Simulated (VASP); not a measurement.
# TiBH (Imma) in VASP: relaxation of cell and atoms with PBE

Aim: the relaxation of cell and atoms of TiBH with PBE.

Everything below comes from runs of VASP 6.6.1. Logs are shortened: lines on timing, memory, paths and dates and some standing lists are left out, and cuts for length are marked.

**1. The cell of the first run**

The structure is orthorhombic, space group Imma (No. 74). Conventional cell: a = 3.025 Å, b = 3.601 Å, c = 10.093 Å, α = 90.00°, β = 90.00°, γ = 90.00°. Within 2.9 Å of Ti (site symmetry mm2) lie 4 H at 2.08 Å and 4 B at 2.41 Å and 2 Ti at 2.86 Å. Within 2.0 Å of B (site symmetry 2/m) lie 2 B at 1.51 Å. H (site symmetry 2/m) has 2 H at 1.80 Å and 4 Ti at 2.08 Å within 2.4 Å.

The cell was generated, and may not be a known phase.

**2. Relaxation of cell and atoms, PBE**

INCAR

```
PREC = Accurate
ENCUT = 600
EDIFF = 1E-7
ISMEAR = 0
SIGMA = 0.1
LREAL = F
LASPH = T
NELM = 80
ALGO = Normal
ISIF = 3
LWAVE = F
LCHARG = F
GGA = PE
IBRION = 2
NSW = 100
EDIFFG = -0.01
KPAR = 4
```

KPOINTS

```
Automatic mesh
0
Gamma
  16 16 16
```

POSCAR

```
TiBH
1.0
   -1.5127137028      1.8003711974      5.0464241994
    1.5127137028     -1.8003711974      5.0464241994
    1.5127137028      1.8003711974     -5.0464241994
Ti B H
2 2 2
Direct
    0.3600995598      0.1100995598      0.2500000000
    0.6399004402      0.8899004402      0.7500000000
    0.0000000000      0.5000000000      0.0000000000
    0.0000000000      0.0000000000      0.5000000000
    0.5000000000      0.5000000000      0.0000000000
    0.0000000000      0.5000000000      0.5000000000
```

Potentials or basis: VASP PAW PBE potentials, release 64 (Ti_sv, B, H).

On the command line:

```console
cat potpaw_PBE.64/Ti_sv/POTCAR potpaw_PBE.64/B/POTCAR potpaw_PBE.64/H/POTCAR > POTCAR
mpirun -np 4 vasp_std > vasp.out
```

OUTCAR:

```text
PREC = Accurate
   ENCUT = 600
   EDIFF = 1E-7
   ISMEAR = 0
   LREAL = F
   LASPH = T
   NELM = 80
   ISIF = 3
   GGA = PE
   IBRION = 2
   NSW = 100
   EDIFFG = -0.01

 ion  position               nearest neighbor table
   1  0.360  0.110  0.250-   3 2.41   3 2.41   4 2.41   4 2.41   2 2.86   2 2.86
   2  0.640  0.890  0.750-   4 2.41   3 2.41   3 2.41   4 2.41   1 2.86   1 2.86
   3  0.000  0.500  0.000-   4 1.51   4 1.51   2 2.41   2 2.41   1 2.41   1 2.41
   4  0.000  0.000  0.500-   3 1.51   3 1.51   2 2.41   1 2.41   2 2.41   1 2.41
   5  0.500  0.500  0.000-
   6  0.000  0.500  0.500-

  LATTYP: Found a body centered orthorhombic cell.
 ALAT       =     3.0254274056
 B/A-ratio  =     1.1901599054
 C/A-ratio  =     3.3360074613

  Lattice vectors:

 A1 = (  -1.5127137028,   1.8003711974,   5.0464241994)
 A2 = (   1.5127137028,  -1.8003711974,   5.0464241994)
 A3 = (   1.5127137028,   1.8003711974,  -5.0464241994)

Analysis of symmetry for initial positions (statically):
=====================================================================
 Subroutine PRICEL returns:
 Original cell was already a primitive cell.

 Routine SETGRP: Setting up the symmetry group for a
 body centered orthorhombic supercell.

 Subroutine GETGRP returns: Found  8 space group operations
 (whereof  4 operations were pure point group operations)
 out of a pool of  8 trial point group operations.

The static configuration has the point symmetry C_2h.
 The point group associated with its full space group is D_2h.

Analysis of symmetry for dynamics (positions and initial velocities):
=====================================================================
 Subroutine PRICEL returns:
 Original cell was already a primitive cell.

 Routine SETGRP: Setting up the symmetry group for a
 body centered orthorhombic supercell.

 Subroutine GETGRP returns: Found  8 space group operations
 (whereof  4 operations were pure point group operations)
 out of a pool of  8 trial point group operations.

The dynamic configuration has the point symmetry C_2h.
 The point group associated with its full space group is D_2h.

 Subroutine INISYM returns: Found  8 space group operations
 (whereof  4 operations are pure point group operations),
 and found     1 'primitive' translations

----------------------------------------------------------------------------------------

                                     Primitive cell

  volume of cell :      54.9747

  direct lattice vectors                    reciprocal lattice vectors
    -1.512713703  1.800371197  5.046424199     0.000000000  0.277720506  0.099080058
     1.512713703 -1.800371197  5.046424199     0.330531811  0.000000000  0.099080058
     1.512713703  1.800371197 -5.046424199     0.330531811  0.277720506  0.000000000

  length of vectors
     5.567408409  5.567408409  5.567408409     0.294865287  0.345062510  0.431717451

  position of ions in fractional coordinates (direct lattice)
     0.360099560  0.110099560  0.250000000
     0.639900440  0.889900440  0.750000000
     0.000000000  0.500000000  0.000000000
     0.000000000  0.000000000  0.500000000
     0.500000000  0.500000000  0.000000000
     0.000000000  0.500000000  0.500000000

  ion indices of the primitive-cell ions
   primitive index   ion index
                 1           1
                 2           2
                 3           3
                 4           4
                 5           5
                 6           6

----------------------------------------------------------------------------------------

 KPOINTS: Automatic mesh

Automatic generation of k-mesh.
 Grid dimensions read from file:
 generate k-points for:   16   16   16

 Generating k-lattice:

  Cartesian coordinates                     Fractional coordinates (reciprocal lattice)
     0.000000000  0.017357532  0.006192504     0.062500000  0.000000000  0.000000000
     0.020658238  0.000000000  0.006192504     0.000000000  0.062500000  0.000000000
     0.020658238  0.017357532  0.000000000     0.000000000  0.000000000  0.062500000

  Length of vectors
     0.018429080  0.021566407  0.026982341

  Shift w.r.t. Gamma in fractional coordinates (k-lattice)
     0.000000000  0.000000000  0.000000000

 Subroutine IBZKPT returns following result:
 ===========================================

 Found    621 irreducible k-points:

 Following reciprocal coordinates:
            Coordinates               Weight
  0.000000  0.000000  0.000000      1.000000
  0.062500  0.000000 -0.000000      4.000000
  0.125000  0.000000 -0.000000      4.000000
  0.187500  0.000000 -0.000000      4.000000
  0.250000  0.000000 -0.000000      4.000000
  0.312500  0.000000  0.000000      4.000000
[... 16 lines left out ...]
 -0.187500  0.062500  0.000000      8.000000
 -0.125000  0.062500  0.000000      8.000000
 [... further k-points ...]
   k-points           NKPTS =    621   k-points in BZ     NKDIM =    621   number of bands    NBANDS=     20
   number of dos      NEDOS =    301   number of ions     NIONS =      6
   total plane-waves  NPLWV = 110592
   dimension x,y,z NGX =    48 NGY =   48 NGZ =   48
   dimension x,y,z NGXF=    96 NGYF=   96 NGZF=   96
   ions per type =               2   2   2
   NGX,Y,Z   is equivalent  to a cutoff of  14.33, 14.33, 14.33 a.u.
   NGXF,Y,Z  is equivalent  to a cutoff of  28.67, 28.67, 28.67 a.u.
 SYSTEM =  unknown system
   PREC   = accura    normal or accurate (medium, high low for compatibility)
   ISTART =      0    job   : 0-new  1-cont  2-samecut
   ICHARG =      2    charge: 1-file 2-atom 10-const
   ISPIN  =      1    spin polarized calculation?
   LNONCOLLINEAR =      F non collinear calculations
   LSORBIT =      F    spin-orbit coupling
   LASPH  =      T    aspherical Exc in radial PAW
   ENCUT  =  600.0 eV  44.10 Ry    6.64 a.u.  11.12 11.12 11.12*2*pi/ulx,y,z
   NELM   =     80;   NELMIN=  2; NELMDL= -5     # of ELM steps
   EDIFF  = 0.1E-06   stopping-criterion for ELM
   LREAL  =      F    real-space projection
   EDIFFG = -.1E-01   stopping-criterion for IOM
   NSW    =    100    number of steps for IOM
   IBRION =      2    ionic relax: 0-MD 1-quasi-New 2-CG
   NFREE  =      1    steps in history (QN), initial steepest desc. (CG)
   ISIF   =      3    stress and relaxation
   ISYM   =      2    0-nonsym 1-usesym 2-fastsym
   POTIM  = 0.5000    time-step for ionic-motion
   TEBEG  =    0.0;   TEEND  =   0.0 temperature during run
   PSTRESS=    0.0 pullay stress
   NELECT =      32.0000    total number of electrons
   NUPDOWN=      -1.0000    fix difference up-down
   EMIN   =  10.00;   EMAX   =-10.00  energy-range for DOS
   EFERMI =   0.00;   METHOD = LEGACY
   ISMEAR =     0;   SIGMA  =   0.10  broadening in eV -4-tet -1-fermi 0-gaus
   EFERMI_NEDOS =   21; number of points for ismear=-14 and -15
   IALGO  =     38    algorithm
   IMIX   =      4    mixing-type and parameters
     AMIX     =   0.40;   BMIX     =  1.00
     AMIX_MAG =   1.60;   BMIX_MAG =  1.00
  volume/ion in A,a.u.               =       9.16        61.83
  Fermi-wavevector in a.u.,A,eV,Ry     =   1.366902  2.583070 25.421404  1.868420
  Thomas-Fermi vector in A             =   2.493002
   LORBIT       =      0    0 simple, 1 ext, 2 COOP (PROOUT), +10 PAW based schemes
   GGA     = PE    functional components
   LHFCALC =     F    Hartree Fock is set to
   AEXX    =    0.0000 exact exchange contribution
   IVDW    =     0    specifies the selected vdW correction
   LEPSILON=     F    determine dielectric tensor
   LRPA    =     F    only Hartree local field effects (RPA)
 conjugate gradient relaxation of ions
 non-spin polarized calculation
 Gauss-broadening in eV      SIGMA  =   0.10
  energy-cutoff  :      600.00
  volume of cell :       54.97
 maximum number of plane-waves:      1857
 NGX is ok and might be reduce to    48
   NGX = 23   NGY = 23   NGZ = 23

--------------------------------------- Ionic step        1  -------------------------------------------

 number of electron      31.9999999 magnetization

 Free energy of the ion-electron system (eV)
  ---------------------------------------------------
  ext. energy  EPLUGINS =         0.00000000
  ---------------------------------------------------
  free energy    TOTEN  =       -35.97388542 eV

  energy without entropy =      -35.95033279  energy(sigma->0) =      -35.96210911

------------------------ aborting loop because EDIFF is reached ----------------------------------------

  FORCE on cell =-STRESS in cart. coord.  units (eV):
  Direction    XX          YY          ZZ          XY          YZ          ZX
  --------------------------------------------------------------------------------------
  -------------------------------------------------------------------------------------
  Total       -0.2241892      0.2679173      0.0201370      0.0000000     -0.0000000      0.0000000
  in kB       -6.5337535      7.8081604      0.5868704      0.0000000     -0.0000000      0.0000000
  external PRESSURE =       0.6204258 kB  Pullay stress =       0.0000000 kB
[... 185 lines left out ...]
  energy  without entropy=      -35.9517181197  energy(sigma->0) =      -35.96337397

--------------------------------------- Ionic step        6  -------------------------------------------

 number of electron      32.0000000 magnetization

 Free energy of the ion-electron system (eV)
  ---------------------------------------------------
  ext. energy  EPLUGINS =         0.00000000
  ---------------------------------------------------
  free energy    TOTEN  =       -35.97510207 eV

  energy without entropy =      -35.95182118  energy(sigma->0) =      -35.96346162

 E-fermi :   7.2087     XC(G=0): -11.4450

 val. band max:        7.2085690983   @ k =   0.3125   0.3125   0.0000
 cond. band min:       7.2104988734   @ k =   0.5000  -0.4375   0.1250
 fundamental gap:      0.0019297751
 Fermi energy:         7.2086841468

 k-point     1 :       0.0000    0.0000    0.0000
  band No.  band energies     occupation
      1     -49.9296      2.00000
      2     -49.8680      2.00000
      3     -26.3587      2.00000
      4     -26.2292      2.00000
      5     -26.1160      2.00000
      6     -26.0185      2.00000
[... 12 lines left out ...]
     19       8.4617      0.00000
[... 513 lines left out ...]
      4     -26.2391      2.00000
      5     -26.1199      2.00000
      6     -26.0280      2.00000
[... 12 lines left out ...]
     19       8.4423      0.00000
     20       8.6404      0.00000

 [... further k-points ...]

------------------------ aborting loop because EDIFF is reached ----------------------------------------

  FORCE on cell =-STRESS in cart. coord.  units (eV):
  Direction    XX          YY          ZZ          XY          YZ          ZX
  --------------------------------------------------------------------------------------
  -------------------------------------------------------------------------------------
  Total       -0.0136758      0.0094916     -0.0519504      0.0000000      0.0000000      0.0000000
  in kB       -0.3977033      0.2760239     -1.5107622      0.0000000      0.0000000      0.0000000
  external PRESSURE =      -0.5441472 kB  Pullay stress =       0.0000000 kB
[... 21 lines left out ...]
  FREE ENERGIE OF THE ION-ELECTRON SYSTEM (eV)
  ---------------------------------------------------
  free  energy   TOTEN  =       -35.9751020666 eV

  energy  without entropy=      -35.9518211763  energy(sigma->0) =      -35.96346162

 reached required accuracy - stopping structural energy minimisation
```

It took 18 min on 4 MPI ranks of Intel Xeon 6975P-C (Granite Rapids), shared host; peak memory 0.99 GiB.

Results:

- Free energy: -35.9751 eV
- Relaxed volume: 9.18 Å³/atom
- Relaxed cell: a = 5.564 Å, b = 5.564 Å, c = 5.564 Å, α = 148.50°, β = 142.05°, γ = 50.12°
- Space group after relaxing (to 0.1 Å): Imma (No. 74)
- Energy gained by relaxing: 0.2 meV/atom
- Ionic steps: 6
- Pressure after relaxing: -0.1 GPa
- Largest force after relaxing: 0.007 eV/Å
- Band gap on the k mesh: zero (bands 16 and 17 overlap by 0.70 eV)

Forces on the atoms (eV/Å):
```
Ti   0.000  0.000 -0.007
Ti   0.000  0.000  0.007
B    0.000  0.000  0.000
B    0.000  0.000  0.000
H    0.000  0.000  0.000
H    0.000  0.000  0.000
```

The path:
```tsv
step	energy change (eV)	largest force (eV/Å)	pressure (GPa)	volume (Å³)
1	0.0000	0.0579	0.06	54.97
2	-0.0008	0.0348	0.17	55.00
3	-0.0009	0.0258	0.21	55.01
4	-0.0011	0.0039	-0.11	55.13
5	-0.0011	0.0047	-0.12	55.13
6	-0.0012	0.0072	-0.05	55.09
```

Final structure:
```
Ti B H
1.0
    -1.51034    1.80926    5.04042
     1.51034   -1.80926    5.04042
     1.51034    1.80926   -5.04042
Ti B H
2 2 2
Direct
  0.36075 0.11075 0.25000
  0.63925 0.88925 0.75000
  0.00000 0.50000 0.00000
  0.00000 0.00000 0.50000
  0.50000 0.50000 0.00000
  0.00000 0.50000 0.50000
```

Levels at points of the mesh, in eV from the Fermi level:
| k point | band 14 | band 15 | band 16 | band 17 | band 18 | band 19 |
| --- | --- | --- | --- | --- | --- | --- |
| (0.00, 0.00, 0.00) | -1.91 | -0.83 | -0.27 | 0.34 | 1.10 | 1.25 |
| (0.50, 0.00, 0.00) | -2.75 | -1.06 | -0.38 | 0.61 | 0.69 | 1.21 |
| (0.00, 0.50, 0.00) | -2.09 | -1.70 | -0.05 | 0.33 | 0.55 | 1.76 |
| (0.50, 0.50, 0.00) | -2.91 | -0.57 | -0.57 | 0.03 | 0.03 | 1.69 |
| (0.50, 0.50, 0.50) | -1.75 | -1.44 | -0.54 | -0.12 | 0.51 | 1.61 |
